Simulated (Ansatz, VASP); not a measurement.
# MnO: VASP beside Ansatz

Contents of INCAR:

```
ALGO = Normal
EDIFF = 1E-6
ENCUT = 600
GGA = PE
GGA_COMPAT = F
ISIF = 2
ISMEAR = -1
ISPIN = 2
LASPH = T
LCHARG = F
LDAU = T
LDAUJ = 0 0
LDAUL = 2 -1
LDAUPRINT = 1
LDAUTYPE = 2
LDAUU = 1.5 0
LMAXMIX = 4
LORBIT = 11
LREAL = F
LWAVE = F
MAGMOM = 2.8 0
NBANDS = 22
NELM = 200
PREC = Accurate
SIGMA = 0.15
```

The input KPOINTS:

```
k-points
0
Gamma
  13 13 13
```

The input POSCAR:

```
MnO
1.0
    0.0000000000      2.2230000000      2.2230000000
    2.2230000000      0.0000000000      2.2230000000
    2.2230000000      2.2230000000      0.0000000000
Mn O
1 1
Direct
    0.0000000000      0.0000000000      0.0000000000
    0.5000000000      0.5000000000      0.5000000000
```

Input for Ansatz:

```yaml
crystal:
  lattice:
    - [0.0, 2.223, 2.223]
    - [2.223, 0.0, 2.223]
    - [2.223, 2.223, 0.0]
  atoms:
    - { symbol: Mn, position: [0.0, 0.0, 0.0], spin: 2.8 }
    - { symbol: O, position: [0.5, 0.5, 0.5], spin: 0.0 }
basis:
  ecutwfc: 435.382179935808
kpoints:
  mp_grid:
    grid: [13, 13, 13]
hamiltonian:
  xc: pbe
  hubbard:
    - { species: Mn, l: d, u_eff: 1.5 }
magnetization:
  spin_polarized: true
scf:
  occupations:
    method: fermi_dirac
    width: 0.15
output:
  eigenvalues: true
```

Alike in both runs: task single point; functional PBE; k mesh 13 × 13 × 13; occupations fermi-dirac, width 0.15 eV; collinear spin; Hubbard terms Mn d U = 1.5 eV.

|  | VASP | Ansatz |
| --- | --- | --- |
| version | VASP 6.6.1 | Ansatz 0.2.0 |
| potentials or method | VASP PAW PBE potentials, release 64 (Mn_sv, O), cutoff 600 eV | plane waves, PAW |
| valence electrons in the cell | 21 | 21 |

Ansatz gave:

* gap on the k mesh at the Fermi level (eV): none
* net moment per atom (μB): 2.48
* size of the moment on the site where the two differ most (μB): 4.21

Estimate VASP's values.

gap on the k mesh at the Fermi level (eV): none; net moment per atom (μB): 2.47; size of the moment on the site where the two differ most (μB): 4.34.

Site moments also hang on the region over which each program counts them. The programs project onto different local orbitals, so the same U acts differently, and such runs can settle in different states. A gap of «none» marks a metal or a gap that the smearing closes. Ansatz's warnings: filled band counts differ across k points.
